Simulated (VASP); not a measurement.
# Al in VASP: single point with PBEsol+D3(BJ)

Aim: the single point of Al with PBEsol+D3(BJ).

All numbers are computed with VASP 6.6.1; they aren't measurements. Logs are shortened: lines on timing, memory, paths and dates and some standing lists are left out, and cuts for length are marked.

**1. The cell of the first run**

The cell holds a slab with vacuum, 12 atoms: a = 5.399 Å, b = 5.399 Å, c = 24.595 Å, α = 90.00°, β = 90.00°, γ = 120.00°.

**2. Single point, PBEsol+D3(BJ)**

File INCAR:

```
SYSTEM = Al
PREC     = Accurate       ! precision mode
ENCUT    = 400            ! plane-wave cutoff, eV
EDIFF    = 1E-6           ! SCF threshold, eV
ISMEAR   = 1              ! smearing method
SIGMA    = 0.1            ! smearing width, eV
LREAL    = .False.        ! projectors in reciprocal space
LASPH    = .True.         ! aspherical terms in the spheres
NELM     = 120            ! most SCF steps
ALGO     = Normal         ! electronic algorithm
ISIF     = 2              ! what is computed and relaxed
LWAVE    = .False.        ! write WAVECAR
LCHARG   = .True.         ! write CHGCAR
LDIPOL   = .True.       
IDIPOL   = 3            
DIPOL    = 0.5 0.5 0.381
GGA      = PS             ! functional
IVDW     = 12             ! dispersion correction
LELF     = .True.         ! ELF
LVHAR    = .True.       
LVACPOTAV= .True.       
NBANDS   = 30             ! bands
GGA_COMPAT= .False.      
NELMDL   = -8
```

File KPOINTS:

```
regular mesh
0
Gamma
  9 9 1
  0 0 0
```

File POSCAR:

```
Al
1.0
    0.0000000284      5.3986024703      0.0000000000
   -4.6753268984     -2.6993012106      0.0000000000
    0.0000000000      0.0000000000     24.5947325592
Al
12
Direct
    0.0000000000      0.0000000000      0.2846137881
    0.0000000000      0.5000000000      0.2846137881
    0.5000000000      1.0000000000      0.2846137881
    0.5000000000      0.5000000000      0.2846137881
    0.3345231327      0.1680536592      0.3805175648
    0.3335305265      0.6654768673      0.3805175648
    0.8333333333      0.1666666667      0.3805515518
    0.8319463408      0.6664694735      0.3805175648
    0.6636650110      0.3304206423      0.4773270980
    0.6695793577      0.8332443687      0.4773270980
    0.1667556313      0.3363349890      0.4773270980
    0.1666666667      0.8333333333      0.4734875658
```

Potentials or basis: VASP PAW PBE potentials, release 64 (Al).

Launch:

```sh
$ cat potpaw_PBE.64/Al/POTCAR > POTCAR
$ mpirun -np 1 vasp_std > vasp.out
```

OUTCAR:

```text
SYSTEM = Al
   PREC = Accurate
   ENCUT = 400
   EDIFF = 1E-6
   ISMEAR = 1
   LREAL = .False.
   LASPH = .True.
   NELM = 120
   ISIF = 2
   GGA = PS
   IVDW = 12
   NELMDL = -8
 IVDW          = 12

 ion  position               nearest neighbor table
   1  0.000  0.000  0.285-   4 2.70   4 2.70   3 2.70   3 2.70   2 2.70   2 2.70   8 2.83   7 2.83
                             5 2.83
   2  0.000  0.500  0.285-   3 2.70   3 2.70   4 2.70   4 2.70   1 2.70   1 2.70   6 2.83   7 2.83
                             8 2.83
   3  0.500  0.000  0.285-   2 2.70   2 2.70   1 2.70   1 2.70   4 2.70   4 2.70   5 2.83   7 2.83
                             6 2.83
   4  0.500  0.500  0.285-   1 2.70   1 2.70   2 2.70   2 2.70   3 2.70   3 2.70   8 2.82   5 2.82
                             6 2.82
   5  0.335  0.168  0.381-   8 2.69   6 2.69   7 2.70   7 2.70   8 2.71   6 2.71  12 2.77   4 2.82
                             3 2.83   1 2.83   9 2.84  11 2.85
   6  0.334  0.665  0.381-   8 2.69   5 2.69   7 2.70   7 2.70   8 2.71   5 2.71  12 2.77   4 2.82
                             2 2.83   3 2.83  11 2.84  10 2.85
   7  0.833  0.167  0.381-   5 2.70   6 2.70   8 2.70   8 2.70   6 2.70   5 2.70   3 2.83   2 2.83
                             1 2.83   9 2.85  11 2.85  10 2.85
   8  0.832  0.666  0.381-   5 2.69   6 2.69   7 2.70   7 2.70   5 2.71   6 2.71  12 2.77   4 2.82
                             1 2.83   2 2.83  10 2.84   9 2.85
   9  0.664  0.330  0.477-  12 2.68  11 2.70  10 2.70  11 2.70  10 2.70  12 2.72   5 2.84   7 2.85
                             8 2.85
  10  0.670  0.833  0.477-  12 2.68  11 2.70   9 2.70  11 2.70   9 2.70  12 2.72   8 2.84   7 2.85
                             6 2.85
  11  0.167  0.336  0.477-  12 2.68  10 2.70   9 2.70  10 2.70   9 2.70  12 2.72   6 2.84   7 2.85
                             5 2.85
  12  0.167  0.833  0.473-  11 2.68   9 2.68  10 2.68  10 2.72   9 2.72  11 2.72   6 2.77   8 2.77
                             5 2.77

  LATTYP: Found a hexagonal cell.
 ALAT       =     5.3986024703
 C/A-ratio  =     4.5557591422

  Lattice vectors:

 A1 = (   0.0000000284,   5.3986024703,   0.0000000000)
 A2 = (  -4.6753268984,  -2.6993012106,   0.0000000000)
 A3 = (   0.0000000000,   0.0000000000,  24.5947325592)

Analysis of symmetry for initial positions (statically):
=====================================================================
 Subroutine PRICEL returns:
 Original cell was already a primitive cell.

 Routine SETGRP: Setting up the symmetry group for a
 hexagonal supercell.

 Subroutine GETGRP returns: Found  3 space group operations
 (whereof  1 operations were pure point group operations)
 out of a pool of 24 trial point group operations.

The static configuration has the point symmetry C_1 .
 The point group associated with its full space group is C_3 .

Analysis of symmetry for dynamics (positions and initial velocities):
=====================================================================
 Subroutine PRICEL returns:
 Original cell was already a primitive cell.

 Routine SETGRP: Setting up the symmetry group for a
 hexagonal supercell.

 Subroutine GETGRP returns: Found  3 space group operations
 (whereof  1 operations were pure point group operations)
 out of a pool of 24 trial point group operations.

The dynamic configuration has the point symmetry C_1 .
 The point group associated with its full space group is C_3 .

 Subroutine INISYM returns: Found  3 space group operations
 (whereof  1 operations are pure point group operations),
 and found     1 'primitive' translations

----------------------------------------------------------------------------------------

                                     Primitive cell

  volume of cell :     620.7767

  direct lattice vectors                    reciprocal lattice vectors
     0.000000028  5.398602470  0.000000000    -0.106944393  0.185233124  0.000000000
    -4.675326898 -2.699301211  0.000000000    -0.213888788  0.000000001  0.000000000
     0.000000000  0.000000000 24.594732559     0.000000000  0.000000000  0.040659113

  length of vectors
     5.398602470  5.398602470 24.594732559     0.213888788  0.213888788  0.040659113

  position of ions in fractional coordinates (direct lattice)
     0.000000000  0.000000000  0.284613788
[... 48 lines left out ...]
 Subroutine IBZKPT returns following result:
 ===========================================

 Found     15 irreducible k-points:

 Following reciprocal coordinates:
            Coordinates               Weight
  0.000000  0.000000  0.000000      1.000000
  0.111111  0.000000  0.000000      6.000000
  0.222222 -0.000000  0.000000      6.000000
  0.333333  0.000000  0.000000      6.000000
  0.444444 -0.000000  0.000000      6.000000
  0.111111  0.111111  0.000000      6.000000
  0.222222  0.111111  0.000000      6.000000
 -0.222222  0.333333  0.000000      6.000000
  0.333333  0.111111  0.000000      6.000000
 -0.333333  0.444444  0.000000      6.000000
  0.444444  0.111111  0.000000      6.000000
  0.222222  0.222222  0.000000      6.000000
  0.333333  0.222222  0.000000      6.000000
 -0.333333 -0.444444  0.000000      6.000000
  0.333333  0.333333  0.000000      2.000000
   k-points           NKPTS =     15   k-points in BZ     NKDIM =     15   number of bands    NBANDS=     30
   number of dos      NEDOS =    301   number of ions     NIONS =     12
   total plane-waves  NPLWV = 207360
   dimension x,y,z NGX =    36 NGY =   36 NGZ =  160
   dimension x,y,z NGXF=    72 NGYF=   72 NGZF=  320
   ions per type =              12
   NGX,Y,Z   is equivalent  to a cutoff of  11.09, 11.09, 10.82 a.u.
   NGXF,Y,Z  is equivalent  to a cutoff of  22.17, 22.17, 21.63 a.u.
 SYSTEM =  Al
   PREC   = accura    normal or accurate (medium, high low for compatibility)
   ISTART =      0    job   : 0-new  1-cont  2-samecut
   ICHARG =      2    charge: 1-file 2-atom 10-const
   ISPIN  =      1    spin polarized calculation?
   LNONCOLLINEAR =      F non collinear calculations
   LSORBIT =      F    spin-orbit coupling
   LASPH  =      T    aspherical Exc in radial PAW
   ENCUT  =  400.0 eV  29.40 Ry    5.42 a.u.   8.80  8.80 40.11*2*pi/ulx,y,z
   NELM   =    120;   NELMIN=  2; NELMDL= -8     # of ELM steps
   EDIFF  = 0.1E-05   stopping-criterion for ELM
   LREAL  =      F    real-space projection
   EDIFFG = 0.1E-04   stopping-criterion for IOM
   NSW    =      0    number of steps for IOM
   IBRION =     -1    ionic relax: 0-MD 1-quasi-New 2-CG
   NFREE  =      0    steps in history (QN), initial steepest desc. (CG)
   ISIF   =      2    stress and relaxation
   ISYM   =      2    0-nonsym 1-usesym 2-fastsym
   POTIM  = 0.5000    time-step for ionic-motion
   TEBEG  =    0.0;   TEEND  =   0.0 temperature during run
   PSTRESS=    0.0 pullay stress
   NELECT =      36.0000    total number of electrons
   NUPDOWN=      -1.0000    fix difference up-down
   EMIN   =  10.00;   EMAX   =-10.00  energy-range for DOS
   EFERMI =   0.00;   METHOD = LEGACY
   ISMEAR =     1;   SIGMA  =   0.10  broadening in eV -4-tet -1-fermi 0-gaus
   EFERMI_NEDOS =   21; number of points for ismear=-14 and -15
   IALGO  =     38    algorithm
   IMIX   =      4    mixing-type and parameters
     AMIX     =   0.40;   BMIX     =  1.00
     AMIX_MAG =   1.60;   BMIX_MAG =  1.00
  volume/ion in A,a.u.               =      51.73       349.10
  Fermi-wavevector in a.u.,A,eV,Ry     =   0.633671  1.197465  5.463269  0.401539
  Thomas-Fermi vector in A             =   1.697406
   LORBIT       =      0    0 simple, 1 ext, 2 COOP (PROOUT), +10 PAW based schemes
   GGA     = PS    functional components
   LHFCALC =     F    Hartree Fock is set to
   AEXX    =    0.0000 exact exchange contribution
   IVDW    =    12    specifies the selected vdW correction
   LEPSILON=     F    determine dielectric tensor
   LRPA    =     F    only Hartree local field effects (RPA)
 non-spin polarized calculation
 Methfessel and Paxton  Order N= 1 SIGMA  =   0.10
  energy-cutoff  :      400.00
  volume of cell :      620.78
 maximum number of plane-waves:     11298
   NGX = 17   NGY = 17   NGZ = 81

 dipolmoment           0.000000      0.000000     -0.021250 electrons x Angstroem

 number of electron      36.0000000 magnetization

 dipolmoment           0.000000      0.000000      0.000274 electrons x Angstroem

 Free energy of the ion-electron system (eV)
  ---------------------------------------------------
  ext. energy  EPLUGINS =         0.00000000
  ---------------------------------------------------
  free energy    TOTEN  =       -45.61951087 eV

  energy without entropy =      -45.62211862  energy(sigma->0) =      -45.62038012

 E-fermi :  -0.1415     XC(G=0):  -3.8255

 val. band max:       -0.1882933612   @ k =   0.1111   0.1111   0.0000
 cond. band min:      -0.1237749841   @ k =   0.2222  -0.0000   0.0000
 fundamental gap:      0.0645183771
 Fermi energy:        -0.1415496634

 k-point     1 :       0.0000    0.0000    0.0000
  band No.  band energies     occupation
      1     -11.4096      2.00000
      2      -9.7585      2.00000
      3      -7.1848      2.00000
      4      -4.9973      2.00000
      5      -4.9596      2.00000
      6      -4.9596      2.00000
[... 484 lines left out ...]
     29       3.9104      0.00000
     30       3.9416      0.00000

------------------------ aborting loop because EDIFF is reached ----------------------------------------

 Edisp (eV)   -2.67207

 E8    (eV) :    -1.8540

  FORCE on cell =-STRESS in cart. coord.  units (eV):
  Direction    XX          YY          ZZ          XY          YZ          ZX
  --------------------------------------------------------------------------------------
  -------------------------------------------------------------------------------------
  Total       6.68638     6.68638     0.73570    -0.00000     0.00000     0.00000
  in kB      17.25703    17.25703     1.89879    -0.00000     0.00000     0.00000
  external pressure =       12.14 kB  Pullay stress =        0.00 kB

 VOLUME and BASIS-vectors are now :
 -----------------------------------------------------------------------------
  energy-cutoff  :      400.00
  volume of cell :      620.78
      direct lattice vectors                 reciprocal lattice vectors
     0.000000028  5.398602470  0.000000000    -0.106944393  0.185233124  0.000000000
    -4.675326898 -2.699301211  0.000000000    -0.213888788  0.000000001  0.000000000
     0.000000000  0.000000000 24.594732559     0.000000000  0.000000000  0.040659113

 POSITION                                       TOTAL-FORCE (eV/Angst)
 -----------------------------------------------------------------------------------
      0.00000      0.00000      7.00000         0.004043      0.010447     -0.034945
     -2.33766     -1.34965      7.00000        -0.011069     -0.001722     -0.034945
      0.00000      2.69930      7.00000         0.007026     -0.008725     -0.034945
     -2.33766      1.34965      7.00000         0.000000     -0.000000     -0.039562
     -0.78571      1.35233      9.35873         0.023825     -0.020924     -0.035790
     -3.11132      0.00428      9.35873        -0.030033     -0.010171     -0.035790
     -0.77922      4.04895      9.35956         0.000000     -0.000000      0.055384
     -3.11596      2.69235      9.35873         0.006208      0.031095     -0.035790
     -1.54482      2.69096     11.73973        -0.065415      0.048448     -0.012062
     -3.89569      1.36562     11.73973        -0.009249     -0.080875     -0.012062
     -1.57248     -0.00762     11.73973         0.074664      0.032428     -0.012062
     -3.89611     -1.34965     11.64530         0.000000     -0.000000      0.232568
 -----------------------------------------------------------------------------------
    total drift:                                0.000000      0.000000     -0.000080

  FREE ENERGIE OF THE ION-ELECTRON SYSTEM (eV)
  ---------------------------------------------------
  free  energy   TOTEN  =       -48.2915797565 eV

  energy  without entropy=      -48.2941875082  energy(sigma->0) =      -48.29244901

 vacuum level on the upper side and lower side of the slab         3.796         3.794
```

Run time: 10 min. Hardware: 1 thread of AMD EPYC 7R43 (Zen 3), shared host; peak memory 0.45 GiB.

What came out:

| Property | Result |
| --- | --- |
| Free energy | -48.2916 eV |
| Largest force | 0.233 eV/Å |
| Band gap on the k mesh | zero (band 18 reaches 0.44 eV, above the bottom of band 19 at -1.08 eV) |
| Dispersion energy per atom | -0.223 eV |

Forces on the atoms (eV/Å):
```
Al   0.004  0.010 -0.035
Al  -0.011 -0.002 -0.035
Al   0.007 -0.009 -0.035
Al   0.000  0.000 -0.040
Al   0.024 -0.021 -0.036
Al  -0.030 -0.010 -0.036
Al   0.000  0.000  0.055
Al   0.006  0.031 -0.036
Al  -0.065  0.048 -0.012
Al  -0.009 -0.081 -0.012
Al   0.075  0.032 -0.012
Al   0.000  0.000  0.233
```

Caveat: the PAW data sets were made with another functional, which shifts forces and pressure a little.
